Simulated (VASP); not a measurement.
Wanted: the native input for a VASP 6.6.1 run.

* Task: single point
* Functional: PBE
* Potentials or basis: VASP PAW PBE potentials, release 64 (Hf_pv, O)
* Cutoff: 520 eV
* k mesh: 9 × 9 × 9
* Occupations: gaussian, width 0.03 eV
* Spin: no spin polarisation
* Dipole correction: no
* Further INCAR settings: ALGO = Normal; EDIFF = 1e-06; NBANDS = 18

The structure of HfO2 lies in POSCAR:

```
HfO2
1.0
    0.0000000000      2.5575000000      2.5575000000
    2.5575000000      0.0000000000      2.5575000000
    2.5575000000      2.5575000000      0.0000000000
Hf O
1 2
Direct
    0.0000000000      0.0000000000      0.0000000000
    0.7500000000      0.7500000000      0.7500000000
    0.2500000000      0.2500000000      0.2500000000
```

One way to write it, as run:

INCAR

```
SYSTEM = HfO2
  ALGO = Normal
  EDIFF = 1E-6
  ENCUT = 520
  GGA = PE
  ISIF = 2
  ISMEAR = 0
  LASPH = .True.
  LCHARG = .False.
  LREAL = .False.
  LWAVE = .False.
  NBANDS = 18
  NELM = 60
  PREC = Accurate
  SIGMA = 0.03
```

KPOINTS

```
k-points
0
Gamma
  9 9 9
  0 0 0
```

Potentials or basis: VASP PAW PBE potentials, release 64 (Hf_pv, O).

Run with:

```sh
$ cat potpaw_PBE.64/Hf_pv/POTCAR potpaw_PBE.64/O/POTCAR > POTCAR
$ mpirun -np 1 vasp_std > vasp.out
```

It gave:

* Pressure: -6.0 GPa
* Band gap on the k mesh: 3.84 eV (least direct gap 3.95 eV)

Caveat: the cell stands under tension; spin-orbit coupling is left out, which moves the levels of the heavy elements; an odd mesh through Γ misses points on the zone boundary, where band edges can lie.

It took 9 s on 1 thread of Intel(R) Xeon(R) 6975P-C (Granite Rapids), with other jobs on the host, peak memory 0.16 GiB.
